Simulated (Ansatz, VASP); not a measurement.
**Two plane-wave programs on AlIn3Sb2**

```xyz
6
Lattice="5.2943 3.0567 2.7842 -5.2943 3.0567 2.7842 0.0000 -6.1133 2.7842" Properties=species:S:1:pos:R:3 pbc="T T T"
Al    0.0000    0.0000    4.1763
In   -2.6471    1.5283    1.3921
In    0.0000   -3.0567    1.3921
In    2.6471    1.5283    1.3921
Sb    0.0000    0.0000    6.7357
Sb    0.0000    0.0000    1.6169
```

Change from the starting cell: species swapped into the Ag3AuS2 type (R-3m, No. 166).

Alike in both runs: functional PBE; k mesh 6 × 6 × 6; occupations gaussian, width 0.1 eV; no spin polarisation.

Ansatz relaxed the structure, and its values are those at the end. VASP's run is a single point on that final structure, the one shown.

```csv
,VASP,Ansatz
version,VASP 6.6.1,Ansatz 0.2.0
potentials or method,"VASP PAW PBE potentials, release 64 (Al, In_d, Sb), cutoff 520 eV","scalar-relativistic, plane waves, PAW"
valence electrons in the cell,52,72
```

Ansatz gave:

```
gap on the k mesh at the Fermi level (eV) : none
pressure (GPa)                            : 0.0
rms of the force components (eV/Å)        : 0.000
```

Task: Which values does VASP return?

Result: gap on the k mesh at the Fermi level (eV): none; pressure (GPa): 0.0; rms of the force components (eV/Å): 0.014.

A gap of «none» marks a metal or a gap that the smearing closes. The functional is the same, so the differences come from potentials, cutoffs and numerics. VASP's potentials hold 52 valence electrons a cell and Ansatz's 72, so a difference there can come from the potentials and not from the codes.

Neither program's run includes spin-orbit coupling.
